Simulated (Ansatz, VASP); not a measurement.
## Two plane-wave programs on InP

Contents of INCAR:

```
SYSTEM = InP
  PREC = Accurate
  ENCUT = 520
  EDIFF = 1E-6
  ISMEAR = -1
  SIGMA = 0.15
  LREAL = .FALSE.
  LASPH = .TRUE.
  NELM = 80
  ALGO = Normal
  ISIF = 2
  LWAVE = .FALSE.
  LCHARG = .FALSE.
  GGA = PS
  NBANDS = 16
```

The input KPOINTS:

```
regular mesh
0
G
  14 14 14
  0 0 0
```

File POSCAR:

```
InP
1.0
    0.0000000000      2.7491586357      2.7491586357
    2.7491586357      0.0000000000      2.7491586357
    2.7491586357      2.7491586357      0.0000000000
In P
1 1
Direct
    0.0000000000      0.0000000000      0.0000000000
    0.5000000000      0.5000000000      0.5000000000
```

Input for Ansatz:

```yaml
crystal:
  lattice:
    - [0.0, 2.7491586357, 2.7491586357]
    - [2.7491586357, 0.0, 2.7491586357]
    - [2.7491586357, 2.7491586357, 0.0]
  atoms:
    - { symbol: In, position: [0.0, 0.0, 0.0] }
    - { symbol: P, position: [0.5, 0.5, 0.5] }
basis:
  ecutwfc: 420
kpoints:
  mp_grid: { grid: [14, 14, 14] }
hamiltonian:
  xc: pbesol
scf:
  occupations: { method: fermi_dirac, width: 0.15 }
output:
  forces: true
  stress: true
  eigenvalues: true
```

Alike in both runs: task single point; functional PBEsol; k mesh 14 × 14 × 14; occupations fermi-dirac, width 0.15 eV; no spin polarisation.

```csv
,VASP,Ansatz
version,VASP 6.6.1,Ansatz 0.2.0
potentials or method,"VASP PAW PBE potentials, release 64 (In_d, P), cutoff 520 eV","scalar-relativistic, plane waves, PAW"
valence electrons in the cell,18,18
```

|  | VASP | Ansatz | Ansatz less VASP |
| --- | --- | --- | --- |
| gap on the k mesh at the Fermi level (eV) | none | none | - |
| pressure (GPa) | -1.6 | -1.6 | -0.03 |

VASP's potentials were made for PBE, not for PBEsol. A gap of «none» marks a metal or a gap that the smearing closes.
